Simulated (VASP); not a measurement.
A run of VASP 6.6.1 is set up as follows.

The input INCAR:

```
SYSTEM = BiMo
PREC = Accurate ; ENCUT = 520
EDIFF = 1E-6 ; ISMEAR = -1
SIGMA = 0.005 ; LREAL = .False.
LASPH = .True. ; NELM = 80
ALGO = Normal ; ISIF = 2
LWAVE = .False. ; LCHARG = .False.
GGA = PS ; NBANDS = 22
```

File KPOINTS:

```
regular mesh
0
Gamma
  15 15 15
  0 0 0
```

The input POSCAR:

```
BiMo
1.0
    0.0000000000      2.8444813037      2.8444813037
    2.8444813037      0.0000000000      2.8444813037
    2.8444813037      2.8444813037      0.0000000000
Mo Bi
1 1
Direct
    0.0000000000      0.0000000000      0.0000000000
    0.5000000000      0.5000000000      0.5000000000
```

Potentials or basis: VASP PAW PBE potentials, release 64 (Mo_sv, Bi_d).

Launch:

```sh
$ cat potpaw_PBE.64/Mo_sv/POTCAR potpaw_PBE.64/Bi_d/POTCAR > POTCAR
$ mpirun -np 1 vasp_std > vasp.out
```

**Question.** What does it give for the pressure?

**Answer.** -4.7 GPa.

**Question.** What does it give for the band gap on the k mesh?

**Answer.** Zero (an odd number of electrons rules out a gap without spin polarisation).

Caveat: the cell stands under tension; the PAW data sets were made with another functional, which shifts forces and pressure a little; spin-orbit coupling is left out, which moves the levels of the heavy elements.
